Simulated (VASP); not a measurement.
The system is SnTe.

```
Sn Te
1.0
     5.39676    0.00000    0.00000
    -2.69838    4.67373    0.00000
     0.00000    0.00000    6.42293
Sn Te
2 2
Direct
  0.33333 0.66667 0.95058
  0.66667 0.33333 0.45058
  0.33333 0.66667 0.42442
  0.66667 0.33333 0.92442
```

This cell differs from its parent crystal: uniaxial z strain -1.0%.

Base run:

- Program: VASP 6.6.1
- Functional: PBE
- Potentials or basis: VASP PAW PBE potentials, release 64 (Sn_d, Te)
- Cutoff: 500 eV
- k mesh: 6 × 6 × 4
- Occupations: fermi-dirac, width 0.02 eV
- Spin: no spin polarisation

Its results: band gap on the k mesh 0.55 eV (least direct gap 0.65 eV); pressure 0.8 GPa; largest force 0.072 eV/Å.

Task: The run is repeated on the same cell with these changes: functional from PBE to r2SCAN; cutoff from 500 eV to 550 eV; occupations from fermi-dirac, width 0.02 eV to gaussian, width 0.01 eV. What comes out?

Result: Band gap on the k mesh 0.57 eV (least direct gap 0.76 eV); pressure 0.2 GPa; largest force 0.007 eV/Å.

Caveats: spin-orbit coupling is left out, which moves the levels of the heavy elements; the PAW data sets were made with another functional, which shifts forces and pressure a little (at least some runs).

A k mesh can miss the band edges.
